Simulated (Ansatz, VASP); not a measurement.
CdTe in VASP and in Ansatz

The input INCAR:

```
PREC = Accurate
ENCUT = 520
EDIFF = 1E-6
ISMEAR = 0
SIGMA = 0.05
LREAL = False
LASPH = True
NELM = 60
ALGO = Normal
ISIF = 2
LWAVE = False
LCHARG = False
GGA = PE
NBANDS = 16
```

Contents of KPOINTS:

```
regular mesh
0
Gamma
  8 8 8
```

File POSCAR:

```
CdTe
1.0
    0.0000000000      3.2530750000      3.3011500000
    3.2530750000      0.0000000000      3.3011500000
    3.2530750000      3.2530750000      0.0000000000
Cd Te
1 1
Direct
    0.0000000000      0.0000000000      0.0000000000
    0.7500000000      0.7500000000      0.7500000000
```

Input for Ansatz:

```yaml
crystal:
  lattice:
    - [0.0, 3.253075, 3.30115]
    - [3.253075, 0.0, 3.30115]
    - [3.253075, 3.253075, 0.0]
  atoms:
    - { symbol: Cd, position: [0.0, 0.0, 0.0] }
    - { symbol: Te, position: [0.75, 0.75, 0.75] }
basis:
  ecutwfc: 420
kpoints:
  mp_grid: { grid: [8, 8, 8] }
hamiltonian:
  xc: pbe
scf:
  occupations: { method: gaussian, width: 0.05 }
output:
  forces: true
  stress: true
  eigenvalues: true
```

Change from the starting cell: strain +0.015 along x and y, +0.030 along z, atoms carried along.

Alike in both runs: task single point; functional PBE; k mesh 8 × 8 × 8; occupations gaussian, width 0.05 eV; no spin polarisation.

|  | VASP | Ansatz |
| --- | --- | --- |
| version | VASP 6.6.1 | Ansatz 0.2.0 |
| potentials or method | VASP PAW PBE potentials, release 64 (Cd, Te), cutoff 520 eV | scalar-relativistic, plane waves, PAW |
| valence electrons in the cell | 18 | 36 |

|  | VASP | Ansatz | Ansatz less VASP |
| --- | --- | --- | --- |
| gap on the k mesh at the Fermi level (eV) | 0.68 | 0.68 | +0.001 |
| least direct gap on the mesh (eV) | 0.68 | 0.68 | +0.001 |
| pressure (GPa) | 1.5 | 1.4 | -0.13 |
| traceless stress, the component that is largest in VASP (GPa) | -0.15 | -0.16 | -0.001 |

VASP's potentials hold 18 valence electrons a cell and Ansatz's 36, so a difference there can come from the potentials and not from the codes.

Neither program's run includes spin-orbit coupling.
